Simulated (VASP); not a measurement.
Wanted: the native input for a VASP 6.6.1 run.

```yaml
Task: single point
Functional: revPBE
Potentials_or_basis: VASP PAW PBE potentials, release 64 (Bi_d)
Cutoff: 520 eV
k_mesh: 7 × 7 × 11
Occupations: fermi-dirac, width 0.1 eV
Spin: no spin polarisation
Dipole_correction: no
Further_INCAR_settings: ALGO = Normal; EDIFF = 1e-06; NBANDS = 30
```

The structure of Bi lies in POSCAR:

```
Bi
1.0
    5.8503517181      0.0000000000      0.0000000000
   -2.9251758591      5.0665532090      0.0000000000
    0.0000000000      0.0000000000      3.4403226275
Bi
3
Direct
    0.0000000000      0.0000000000      0.0000000000
    0.3333333333      0.6666666667      0.5000000000
    0.6666666667      0.3333333333      0.5000000000
```

This isn't the form of Bi at room conditions, which is rhombohedral.

The input as run:

INCAR

```
PREC = Accurate
ENCUT = 520
EDIFF = 1E-6
ISMEAR = -1
SIGMA = 0.1
LREAL = False
LASPH = True
NELM = 60
ALGO = Normal
ISIF = 2
LWAVE = False
LCHARG = False
GGA = RE
NBANDS = 30
```

KPOINTS

```
regular mesh
0
Gamma
  7 7 11
```

Potentials or basis: VASP PAW PBE potentials, release 64 (Bi_d).

Launch:

```bash
$ cat potpaw_PBE.64/Bi_d/POTCAR > POTCAR
$ mpirun -np 1 vasp_std > vasp.out
```

Results of the run:

```yaml
Pressure: -1.7 GPa
Band_gap_on_the_k_mesh: zero (an odd number of electrons rules out a gap without spin polarisation)
```

Caveat: the PAW data sets were made with another functional, which shifts forces and pressure a little; spin-orbit coupling is left out, which moves the levels of the heavy elements.

Wall time 2.1 min on 1 thread of Intel(R) Xeon(R) Platinum 8259CL CPU @ 2.50GHz (Skylake/Cascade Lake) (shared host), peak memory 0.29 GiB.
